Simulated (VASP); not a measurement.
AlN:

```xyz
4
Lattice="3.1130 0.0000 0.0000 -1.5565 2.6959 0.0000 0.0000 0.0000 4.9810" Properties=species:S:1:pos:R:3 pbc="T T T"
Al    0.0000    1.7973    0.0000
Al    1.5565    0.8986    2.4905
N     0.0000    1.7973    1.8928
N     1.5565    0.8986    4.3833
```

- Program: VASP 6.6.1
- Task: relaxation of cell and atoms
- Functional: RPBE
- Potentials or basis: VASP PAW PBE potentials, release 64 (Al, N)
- Cutoff: 600 eV
- k mesh: 12 × 12 × 4
- Occupations: gaussian, width 0.01 eV
- Spin: no spin polarisation

At the start: pressure 6.6 GPa; volume 10.45 Å³/atom.

Task: How do energy, volume and symmetry change on relaxing?

Result: Over 3 steps the energy falls by 7.3 meV/atom and the volume is 10.80 Å³/atom (+3.4 %); space group P6_3mc (No. 186, to 0.1 Å) before and after.

The path:
| step | energy change (eV) | largest force (eV/Å) | pressure (GPa) | volume (Å³) |
| --- | --- | --- | --- | --- |
| 1 | 0.0000 | 0.1363 | 6.62 | 41.80 |
| 2 | -0.0080 | 0.0916 | -5.07 | 44.47 |
| 3 | -0.0293 | 0.0005 | -0.01 | 43.21 |

Final structure:
```
Al N
1.0
     3.14485    0.00000    0.00000
    -1.57243    2.72353    0.00000
     0.00000    0.00000    5.04472
Al N
2 2
Direct
  0.33333 0.66667 0.99928
  0.66667 0.33333 0.49928
  0.33333 0.66667 0.38072
  0.66667 0.33333 0.88072
```

Caveat: the PAW data sets were made with another functional, which shifts forces and pressure a little.
